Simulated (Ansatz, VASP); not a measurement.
# Two plane-wave programs on SnO2

```
Sn O
1.0
     1.60562    0.92701    4.41383
    -1.60562    0.92701    4.41383
     0.00000   -1.85401    4.41383
Sn O
1 2
Cartesian
  0.0000 0.0000 6.6207
  0.0000 0.0000 3.1966
  0.0000 0.0000 10.0449
```

Alike in both runs: functional PBEsol; k mesh 6 × 6 × 6; no spin polarisation.

Ansatz relaxed the structure, and its values are those at the end. VASP's run is a single point on that final structure, the one shown.

|  | VASP | Ansatz |
| --- | --- | --- |
| version | VASP 6.6.1 | Ansatz 0.2.0 |
| potentials or method | VASP PAW PBE potentials, release 64 (Sn_d, O), cutoff 520 eV | plane waves, PAW |
| occupations | gaussian, width 0.01 eV | fixed |
| valence electrons in the cell | 26 | 26 |

Ansatz gave:

| Item | Value |
| --- | --- |
| gap on the k mesh at the Fermi level (eV) | 1.81 |
| pressure (GPa) | 0.0 |
| rms of the force components (eV/Å) | 0.000 |

Q: Estimate VASP's values.

A: gap on the k mesh at the Fermi level (eV): 1.79; pressure (GPa): 0.7; rms of the force components (eV/Å): 0.025.

VASP's potentials were made for PBE, not for PBEsol.
